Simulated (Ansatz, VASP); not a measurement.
## One calculation of InSe, two programs

File INCAR:

```
SYSTEM = InSe
  PREC = Accurate
  ENCUT = 520
  EDIFF = 1E-6
  ISMEAR = 0
  SIGMA = 0.03
  LREAL = .FALSE.
  LASPH = .TRUE.
  NELM = 80
  ALGO = Normal
  ISIF = 2
  LWAVE = .FALSE.
  LCHARG = .TRUE.
  GGA = CA
  LELF = .TRUE.
  LVHAR = .TRUE.
  NBANDS = 69
```

File KPOINTS:

```
regular mesh
0
G
  10 10 2
  0 0 0
```

File POSCAR:

```
InSe
1.0
   -1.9999996503     -3.4641010095      0.0000000000
    1.9999996503     -3.4641010095      0.0000000000
    0.0000000000      0.0000000000     30.9500100000
In Se
6 6
Direct
    0.0000000000      0.0000000000      0.6265715350
    0.3333333333      0.3333333333      0.0891455374
    0.6666666667      0.6666666667      0.3578585362
    1.0000000000      1.0000000000      0.7170203303
    0.3333333333      0.3333333333      0.1795943327
    0.6666666667      0.6666666667      0.4483073315
    1.0000000000      1.0000000000      0.3166110908
    0.3333333333      0.3333333333      0.5853240896
    0.6666666667      0.6666666667      0.0478980920
    1.0000000000      1.0000000000      0.4895279056
    0.3333333333      0.3333333333      0.7582409044
    0.6666666667      0.6666666667      0.2208149068
```

Input for Ansatz:

```yaml
crystal:
  lattice:
    - [-1.9999996503, -3.4641010095, 0.0]
    - [1.9999996503, -3.4641010095, 0.0]
    - [0.0, 0.0, 30.95001]
  atoms:
    - { symbol: In, position: [0.0, 0.0, 0.626571535] }
    - { symbol: In, position: [0.3333333333, 0.3333333333, 0.0891455374] }
    - { symbol: In, position: [0.6666666667, 0.6666666667, 0.3578585362] }
    - { symbol: In, position: [1.0, 1.0, 0.7170203303] }
    - { symbol: In, position: [0.3333333333, 0.3333333333, 0.1795943327] }
    - { symbol: In, position: [0.6666666667, 0.6666666667, 0.4483073315] }
    - { symbol: Se, position: [1.0, 1.0, 0.3166110908] }
    - { symbol: Se, position: [0.3333333333, 0.3333333333, 0.5853240896] }
    - { symbol: Se, position: [0.6666666667, 0.6666666667, 0.047898092] }
    - { symbol: Se, position: [1.0, 1.0, 0.4895279056] }
    - { symbol: Se, position: [0.3333333333, 0.3333333333, 0.7582409044] }
    - { symbol: Se, position: [0.6666666667, 0.6666666667, 0.2208149068] }
basis:
  ecutwfc: 420
kpoints:
  mp_grid: { grid: [10, 10, 2] }
hamiltonian:
  xc: lda
scf:
  occupations: { method: gaussian, width: 0.03 }
output:
  forces: true
  stress: true
  eigenvalues: true
  write_density: true
  write_potential: true
  elf: true
  volumetric_format: npy
```

Alike in both runs: task single point; functional LDA; k mesh 10 × 10 × 2; occupations gaussian, width 0.03 eV; no spin polarisation.

|  | VASP | Ansatz |
| --- | --- | --- |
| version | VASP 6.6.1 | Ansatz 0.2.0 |
| potentials or method | VASP PAW LDA potentials, release 64 (In_d, Se), cutoff 520 eV | scalar-relativistic, plane waves, PAW |
| valence electrons in the cell | 114 | 174 |

Ansatz gave:

| Quantity | Value |
| --- | --- |
| gap on the k mesh at the Fermi level (eV) | 0.67 |
| least direct gap on the mesh (eV) | 0.74 |
| rms of the force components (eV/Å) | 0.077 |

Problem. Estimate VASP's values.

Solution. gap on the k mesh at the Fermi level (eV): 0.68; least direct gap on the mesh (eV): 0.75; rms of the force components (eV/Å): 0.072.

LDA's correlation is that of Perdew and Zunger in VASP and of Perdew and Wang (1992) in Ansatz. Atom by atom the forces differ by 0.012 eV/Å (rms over components). VASP's potentials hold 114 valence electrons a cell and Ansatz's 174, so a difference there can come from the potentials and not from the codes. Ansatz's warnings: xc potential rough in thin density.
